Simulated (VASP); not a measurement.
# MgO in VASP: further runs

The runs below take MgO through single point, with PBEsol.

Everything below comes from runs of VASP 6.6.1. Logs are shortened: lines on timing, memory, paths and dates and some standing lists are left out, and cuts for length are marked.

**1. The cell of the first run**

The typed cell holds 4 atoms: a = 2.980 Å, b = 2.980 Å, c = 5.161 Å, α = 73.22°, β = 73.22°, γ = 60.00°.

**2. Single point, PBEsol (atom 1 moved 0.06 Å)**

File INCAR:

```
SYSTEM = MgO
  PREC = Accurate
  ENCUT = 520
  EDIFF = 1E-7
  ISMEAR = 0
  SIGMA = 0.05
  LREAL = .False.
  LASPH = .True.
  NELM = 100
  ALGO = Normal
  ISIF = 2
  LWAVE = .False.
  LCHARG = .False.
  GGA = PS
  NBANDS = 16
```

File KPOINTS:

```
Automatic mesh
0
Gamma
  12 12 8
  0 0 0
```

File POSCAR:

```
MgO
1.0
    0.0000000000     -2.1071057207     -2.1071057207
   -2.1071057207      0.0000000000     -2.1071057207
    2.1071057207      2.1071057207     -4.2142114414
Mg O
2 2
Direct
   -0.0144669568     -0.0021952632      0.0014465029
    0.5048223189      0.5007317544      0.4995178324
    0.7548223189      0.7507317544      0.7495178324
    0.2548223189      0.2507317544      0.2495178324
```

Potentials or basis: VASP PAW PBE potentials, release 64 (Mg, O).

Command:

```console
cat potpaw_PBE.64/Mg/POTCAR potpaw_PBE.64/O/POTCAR > POTCAR
mpirun -np 1 vasp_std > vasp.out
```

OUTCAR:

```text
SYSTEM = MgO
   PREC = Accurate
   ENCUT = 520
   EDIFF = 1E-7
   ISMEAR = 0
   LREAL = .False.
   LASPH = .True.
   NELM = 100
   ISIF = 2
   GGA = PS

 ion  position               nearest neighbor table
   1  0.986  0.998  0.001-   4 2.06   3 2.07   4 2.10   3 2.12   4 2.15   3 2.15   2 2.94   2 2.96
                             2 2.98   2 2.98   2 3.00   2 3.02
   2  0.505  0.501  0.500-   4 2.11   4 2.11   3 2.11   4 2.11   3 2.11   3 2.11   1 2.94   1 2.96
                             1 2.98   1 2.98   1 3.00   1 3.02
   3  0.755  0.751  0.750-   1 2.07   2 2.11   2 2.11   2 2.11   1 2.12   1 2.15
   4  0.255  0.251  0.250-   1 2.06   1 2.10   2 2.11   2 2.11   2 2.11   1 2.15

  LATTYP: Found a trigonal (rhomboedric) cell.
 ALAT       =     5.1613338498
 COS(alpha) =     0.8333333333

  Lattice vectors:

 A1 = (   2.1071057207,   4.2142114414,  -2.1071057207)
 A2 = (   4.2142114414,   2.1071057207,  -2.1071057207)
 A3 = (   2.1071057207,   2.1071057207,  -4.2142114414)

Analysis of symmetry for initial positions (statically):
=====================================================================
 Subroutine PRICEL returns:
 Original cell was already a primitive cell.

 Routine SETGRP: Setting up the symmetry group for a
 trigonal (rhombohedral) supercell.

 Subroutine GETGRP returns: Found  1 space group operations
 (whereof  1 operations were pure point group operations)
 out of a pool of 12 trial point group operations.

The static configuration has the point symmetry C_1 .

Analysis of symmetry for dynamics (positions and initial velocities):
=====================================================================
 Subroutine PRICEL returns:
 Original cell was already a primitive cell.

 Routine SETGRP: Setting up the symmetry group for a
 trigonal (rhombohedral) supercell.

 Subroutine GETGRP returns: Found  1 space group operations
 (whereof  1 operations were pure point group operations)
 out of a pool of 12 trial point group operations.

The dynamic configuration has the point symmetry C_1 .

 Subroutine INISYM returns: Found  1 space group operations
 (whereof  1 operations are pure point group operations),
 and found     1 'primitive' translations

----------------------------------------------------------------------------------------

                                     Primitive cell

  volume of cell :      37.4213

  direct lattice vectors                    reciprocal lattice vectors
     0.000000000 -2.107105721 -2.107105721     0.118646159 -0.355938476 -0.118646159
    -2.107105721  0.000000000 -2.107105721    -0.355938476  0.118646159 -0.118646159
     2.107105721  2.107105721 -4.214211441     0.118646159  0.118646159 -0.118646159

  length of vectors
     2.979897488  2.979897488  5.161333850     0.393504792  0.393504792  0.205501175

  position of ions in fractional coordinates (direct lattice)
     0.985533043  0.997804737  0.001446503
     0.504822319  0.500731754  0.499517832
     0.754822319  0.750731754  0.749517832
     0.254822319  0.250731754  0.249517832

  ion indices of the primitive-cell ions
   primitive index   ion index
                 1           1
                 2           2
                 3           3
                 4           4

----------------------------------------------------------------------------------------

 KPOINTS: Automatic mesh

Automatic generation of k-mesh.
 Grid dimensions read from file:
 generate k-points for:   12   12    8

 Generating k-lattice:

  Cartesian coordinates                     Fractional coordinates (reciprocal lattice)
     0.009887180 -0.029661540 -0.009887180     0.083333333  0.000000000  0.000000000
    -0.029661540  0.009887180 -0.009887180     0.000000000  0.083333333  0.000000000
     0.014830770  0.014830770 -0.014830770     0.000000000  0.000000000  0.125000000

  Length of vectors
     0.032792066  0.032792066  0.025687647

  Shift w.r.t. Gamma in fractional coordinates (k-lattice)
     0.000000000  0.000000000  0.000000000

 -----------------------------------------------------------------------------
|                                                                             |
|           W    W    AA    RRRRR   N    N  II  N    N   GGGG   !!!           |
|           W    W   A  A   R    R  NN   N  II  NN   N  G    G  !!!           |
|           W    W  A    A  R    R  N N  N  II  N N  N  G       !!!           |
|           W WW W  AAAAAA  RRRRR   N  N N  II  N  N N  G  GGG   !            |
|           WW  WW  A    A  R   R   N   NN  II  N   NN  G    G                |
|           W    W  A    A  R    R  N    N  II  N    N   GGGG   !!!           |
|                                                                             |
|     Your reciprocal lattice and k-lattice belong to different lattice       |
|     classes:                                                                |
|                                                                             |
|        The reciprocal lattice is rhombohedral (trigonal),                   |
|        whereas your k-lattice is base-centered monoclinic.                  |
|                                                                             |
|     Results are often still useful ...                                      |
|                                                                             |
 -----------------------------------------------------------------------------

 WARNING: IBZKPT: internal override: KBLOWUP is changed to .FALSE.
      ... skipping the blow-up phase ...

 Subroutine IBZKPT returns following result:
 ===========================================

 Found    580 irreducible k-points:

 Following reciprocal coordinates:
            Coordinates               Weight
  0.000000  0.000000  0.000000      1.000000
  0.083333  0.000000 -0.000000      2.000000
  0.166667  0.000000 -0.000000      2.000000
  0.250000  0.000000 -0.000000      2.000000
  0.333333  0.000000 -0.000000      2.000000
  0.416667  0.000000 -0.000000      2.000000
[... 16 lines left out ...]
  0.250000  0.166667 -0.000000      2.000000
  0.333333  0.166667 -0.000000      2.000000
 [... further k-points ...]
   k-points           NKPTS =    580   k-points in BZ     NKDIM =    580   number of bands    NBANDS=     16
   number of dos      NEDOS =    301   number of ions     NIONS =      4
   total plane-waves  NPLWV =  23040
   dimension x,y,z NGX =    24 NGY =   24 NGZ =   40
   dimension x,y,z NGXF=    48 NGYF=   48 NGZF=   80
   ions per type =               2   2
   NGX,Y,Z   is equivalent  to a cutoff of  13.39, 13.39, 12.88 a.u.
   NGXF,Y,Z  is equivalent  to a cutoff of  26.78, 26.78, 25.77 a.u.
 SYSTEM =  MgO
   PREC   = accura    normal or accurate (medium, high low for compatibility)
   ISTART =      0    job   : 0-new  1-cont  2-samecut
   ICHARG =      2    charge: 1-file 2-atom 10-const
   ISPIN  =      1    spin polarized calculation?
   LNONCOLLINEAR =      F non collinear calculations
   LSORBIT =      F    spin-orbit coupling
   LASPH  =      T    aspherical Exc in radial PAW
   ENCUT  =  520.0 eV  38.22 Ry    6.18 a.u.   5.54  5.54  9.60*2*pi/ulx,y,z
   NELM   =    100;   NELMIN=  2; NELMDL= -5     # of ELM steps
   EDIFF  = 0.1E-06   stopping-criterion for ELM
   LREAL  =      F    real-space projection
   EDIFFG = 0.1E-05   stopping-criterion for IOM
   NSW    =      0    number of steps for IOM
   IBRION =     -1    ionic relax: 0-MD 1-quasi-New 2-CG
   NFREE  =      0    steps in history (QN), initial steepest desc. (CG)
   ISIF   =      2    stress and relaxation
   ISYM   =      2    0-nonsym 1-usesym 2-fastsym
   POTIM  = 0.5000    time-step for ionic-motion
   TEBEG  =    0.0;   TEEND  =   0.0 temperature during run
   PSTRESS=    0.0 pullay stress
   NELECT =      16.0000    total number of electrons
   NUPDOWN=      -1.0000    fix difference up-down
   EMIN   =  10.00;   EMAX   =-10.00  energy-range for DOS
   EFERMI =   0.00;   METHOD = LEGACY
   ISMEAR =     0;   SIGMA  =   0.05  broadening in eV -4-tet -1-fermi 0-gaus
   EFERMI_NEDOS =   21; number of points for ismear=-14 and -15
   IALGO  =     38    algorithm
   IMIX   =      4    mixing-type and parameters
     AMIX     =   0.40;   BMIX     =  1.00
     AMIX_MAG =   1.60;   BMIX_MAG =  1.00
  volume/ion in A,a.u.               =       9.36        63.13
  Fermi-wavevector in a.u.,A,eV,Ry     =   1.233318  2.330634 20.695468  1.521074
  Thomas-Fermi vector in A             =   2.368053
   LORBIT       =      0    0 simple, 1 ext, 2 COOP (PROOUT), +10 PAW based schemes
   GGA     = PS    functional components
   LHFCALC =     F    Hartree Fock is set to
   AEXX    =    0.0000 exact exchange contribution
   IVDW    =     0    specifies the selected vdW correction
   LEPSILON=     F    determine dielectric tensor
   LRPA    =     F    only Hartree local field effects (RPA)
 non-spin polarized calculation
 Gauss-broadening in eV      SIGMA  =   0.05
  energy-cutoff  :      520.00
  volume of cell :       37.42
 maximum number of plane-waves:      1033
 NGX is ok and might be reduce to    24
   NGX = 11   NGY = 11   NGZ = 19

 number of electron      15.9999995 magnetization

 Free energy of the ion-electron system (eV)
  ---------------------------------------------------
  ext. energy  EPLUGINS =         0.00000000
  ---------------------------------------------------
  free energy    TOTEN  =       -25.01364410 eV

  energy without entropy =      -25.01364410  energy(sigma->0) =      -25.01364410

 E-fermi :   3.3436     XC(G=0): -11.3023

 val. band max:        3.0623986089   @ k =   0.0000   0.0000   0.0000
 cond. band min:       7.6725405125   @ k =   0.0000   0.0000   0.0000
 fundamental gap:      4.6101419036
 Fermi energy:         3.3436107644

 k-point     1 :       0.0000    0.0000    0.0000
  band No.  band energies     occupation
      1     -14.1442      2.00000
      2     -12.8318      2.00000
      3      -1.6180      2.00000
      4       2.3846      2.00000
      5       2.3944      2.00000
      6       3.0528      2.00000
[... 8 lines left out ...]
     15      19.2156      0.00000
     16      19.2488      0.00000
[... 419 lines left out ...]
 k-point    24 :       0.3333    0.1667   -0.0000
  band No.  band energies     occupation
      1     -13.4003      2.00000
      2     -12.6585      2.00000
      3      -0.5830      2.00000
      4       0.2407      2.00000
      5       0.7366      2.00000
      6       1.8386      2.00000
[... 8 lines left out ...]
     15      19.6535      0.00000
     16      20.1777      0.00000

 [... further k-points ...]

------------------------ aborting loop because EDIFF is reached ----------------------------------------

  FORCE on cell =-STRESS in cart. coord.  units (eV):
  Direction    XX          YY          ZZ          XY          YZ          ZX
  --------------------------------------------------------------------------------------
  -------------------------------------------------------------------------------------
  Total       -0.1207085     -0.0498562     -0.0723116      0.0040289     -0.0130076     -0.0043537
  in kB       -5.1680809     -2.1345701     -3.0959923      0.1724956     -0.5569161     -0.1864006
  external PRESSURE =      -3.4662144 kB  Pullay stress =       0.0000000 kB

 VOLUME and BASIS-vectors are now :
 -----------------------------------------------------------------------------
  energy-cutoff  :      520.00
  volume of cell :       37.42
      direct lattice vectors                 reciprocal lattice vectors
     0.000000000 -2.107105721 -2.107105721     0.118646159 -0.355938476 -0.118646159
    -2.107105721  0.000000000 -2.107105721    -0.355938476  0.118646159 -0.118646159
     2.107105721  2.107105721 -4.214211441     0.118646159  0.118646159 -0.118646159

 POSITION                                       TOTAL-FORCE (eV/Angst)
 -----------------------------------------------------------------------------------
     -2.09943     -2.07357     -4.18520        -0.114031     -0.323596     -0.179724
     -0.00256     -0.01118     -4.22388         0.059590      0.080798     -0.029446
     -0.00256     -0.01118     -6.33099         0.028185      0.100845      0.120551
     -0.00256     -0.01118     -2.11678         0.026256      0.141954      0.088619
 -----------------------------------------------------------------------------------
    total drift:                                0.000064      0.000149      0.000534

  FREE ENERGIE OF THE ION-ELECTRON SYSTEM (eV)
  ---------------------------------------------------
  free  energy   TOTEN  =       -25.0136441031 eV

  energy  without entropy=      -25.0136441031  energy(sigma->0) =      -25.01364410
```

Wall time 2.2 min (1 thread of Intel Xeon Platinum 8488C (Sapphire Rapids), shared host); peak memory 0.42 GiB.

Results:

- Free energy: -25.0136 eV
- Pressure: -0.3 GPa
- Largest force: 0.387 eV/Å
- Band gap on the k mesh: 4.61 eV

Forces in eV/Å, atoms in the order of the input:
```
Mg  -0.114 -0.324 -0.180
Mg   0.060  0.081 -0.029
O    0.028  0.101  0.121
O    0.026  0.142  0.089
```

Stress tensor (GPa, compression positive):
```
-0.52  0.02 -0.02
 0.02 -0.21 -0.06
-0.02 -0.06 -0.31
```

Caveat: the cell differs from its parent crystal (atom 1 moved 0.06 Å); the PAW data sets were made with another functional, which shifts forces and pressure a little. A k mesh can miss the band edges.

**3. Single point, PBEsol**

File INCAR:

```
SYSTEM = MgO
ALGO = Normal ; EDIFF = 1E-7
ENCUT = 520 ; GGA = PS
ISIF = 2 ; ISMEAR = 0
LASPH = .TRUE. ; LCHARG = .TRUE.
LELF = .TRUE. ; LREAL = .FALSE.
LVHAR = .TRUE. ; LWAVE = .FALSE.
NBANDS = 16 ; NELM = 100
PREC = Accurate ; SIGMA = 0.05
```

File KPOINTS:

```
k-points
0
G
  12 12 8
  0 0 0
```

File POSCAR:

```
MgO
1.0
   -0.0000317670     -2.1070062303     -2.1071832004
   -2.1070506502      0.0000145630     -2.1072295305
    2.1071484912      2.1072430614     -4.2145714650
Mg O
2 2
Direct
   -0.0001235577     -0.0000146577      0.0000125102
    0.4999262005      0.4999894830      0.5000046747
    0.7500864207      0.7500418697      0.7499701603
    0.2501109364      0.2499833050      0.2500126548
```

Potentials or basis: VASP PAW PBE potentials, release 64 (Mg, O).

Command:

```console
cat potpaw_PBE.64/Mg/POTCAR potpaw_PBE.64/O/POTCAR > POTCAR
mpirun -np 1 vasp_std > vasp.out
```

Wall time 2.2 min (1 thread of Intel Xeon Platinum 8488C (Sapphire Rapids), shared host); peak memory 0.42 GiB.

It converged, with:

```
Free energy            : -25.0249 eV
Pressure               : -0.5 GPa
Largest force          : 0.004 eV/Å
Band gap on the k mesh : 4.62 eV
```

Forces in eV/Å, atoms in the order of the input:
```
Mg  -0.001 -0.003 -0.002
Mg   0.000 -0.002 -0.002
O    0.002  0.003  0.001
O   -0.001  0.002  0.003
```

Levels at points of the mesh, in eV from the valence-band top:
| k point | band 4 | band 5 | band 6 | band 7 | band 8 | band 9 | band 10 | band 11 | band 12 | band 13 |
| --- | --- | --- | --- | --- | --- | --- | --- | --- | --- | --- |
| (0.00, 0.00, 0.00) | -0.66 | -0.66 | 0.00 | 0.00 | 0.00 | 4.62 | 7.74 | 12.49 | 15.62 | 15.62 |
| (0.50, 0.00, 0.00) | -3.87 | -1.95 | -1.95 | -1.03 | -1.03 | 9.54 | 9.54 | 11.44 | 11.44 | 13.16 |
| (0.00, 0.50, 0.00) | -3.87 | -1.95 | -1.95 | -1.03 | -1.03 | 9.54 | 9.54 | 11.44 | 11.44 | 13.16 |
| (0.50, 0.50, 0.00) | -4.14 | -1.36 | -1.36 | -0.66 | -0.66 | 7.73 | 8.92 | 9.86 | 12.49 | 12.96 |
| (0.00, 0.00, 0.50) | -2.69 | -0.35 | -0.35 | -0.35 | -0.34 | 6.97 | 6.97 | 12.40 | 12.40 | 16.49 |
| (0.50, 0.00, 0.50) | -4.14 | -1.36 | -1.36 | -0.66 | -0.66 | 7.73 | 8.92 | 9.86 | 12.49 | 12.96 |
| (0.00, 0.50, 0.50) | -4.14 | -1.37 | -1.36 | -0.66 | -0.66 | 7.73 | 8.92 | 9.86 | 12.49 | 12.96 |
| (0.50, 0.50, 0.50) | -3.87 | -1.95 | -1.95 | -1.03 | -1.03 | 9.54 | 9.54 | 11.44 | 11.44 | 13.16 |

Caveat: the PAW data sets were made with another functional, which shifts forces and pressure a little. A k mesh can miss the band edges.
